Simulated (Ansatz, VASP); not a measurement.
## One calculation of SnSe2, two programs

```xyz
3
Lattice="3.8247 0.0000 0.0000 -1.9123 3.3123 0.0000 0.0000 0.0000 32.3760" Properties=species:S:1:pos:R:3 pbc="T T T"
Se    1.9123    1.1041   14.5875
Se    0.0000    2.2082   17.7886
Sn    0.0000    0.0000   16.1880
```

Alike in both runs: functional PBE; dispersion D3(BJ); k mesh 12 × 12 × 1; occupations gaussian, width 0.02 eV; no spin polarisation.

Ansatz relaxed the structure, and its values are those at the end. VASP's run is a single point on that final structure, the one shown.

|  | VASP | Ansatz |
| --- | --- | --- |
| version | VASP 6.6.1 | Ansatz 0.2.0 |
| potentials or method | VASP PAW PBE potentials, release 64 (Se, Sn_d), cutoff 520 eV | scalar-relativistic, plane waves, PAW |
| valence electrons in the cell | 26 | 46 |

|  | VASP | Ansatz | Ansatz less VASP |
| --- | --- | --- | --- |
| gap on the k mesh at the Fermi level (eV) | 0.78 | 0.78 | +0.003 |
| least direct gap on the mesh (eV) | 1.11 | 1.12 | +0.003 |
| rms of the force components (eV/Å) | 0.006 | 0.000 | -0.0061 |

VASP's potentials hold 26 valence electrons a cell and Ansatz's 46, so a difference there can come from the potentials and not from the codes.
